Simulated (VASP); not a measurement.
C:

```
C
1.0
     0.00000    1.78500    1.78500
     1.78500    0.00000    1.78500
     1.78500    1.78500    0.00000
C
2
Direct
  0.00000 0.00000 0.00000
  0.25000 0.25000 0.25000
```

| Property | Result |
| --- | --- |
| Program | VASP 6.6.1 |
| Task | relaxation of cell and atoms |
| Functional | LDA |
| Potentials or basis | VASP PAW LDA potentials, release 64 (C) |
| Cutoff | 600 eV |
| k mesh | 10 × 10 × 10 |
| Occupations | gaussian, width 0.01 eV |
| Spin | no spin polarisation |

At the start: pressure -13.5 GPa; volume 5.69 Å³/atom.

**Question.** Where does the relaxation end?

**Answer.** Over 6 steps the energy falls by 7.4 meV/atom and the volume is 5.52 Å³/atom (-3.0 %); space group Fd-3m (No. 227, to 0.05 Å).

Step by step:
```csv
step,energy change (eV),largest force (eV/Å),pressure (GPa),volume (Å³)
1,0.0000,0.0000,-13.52,11.37
2,0.0108,0.0000,19.80,10.60
3,-0.0149,0.0000,-0.13,11.03
4,-0.0149,0.0000,0.15,11.03
5,-0.0149,0.0000,-0.16,11.03
6,-0.0149,0.0000,-0.03,11.03
```

Final structure:
```
C
1.0
     0.00000    1.76681    1.76681
     1.76681    0.00000    1.76681
     1.76681    1.76681    0.00000
C
2
Direct
  0.00000 0.00000 0.00000
  0.25000 0.25000 0.25000
```
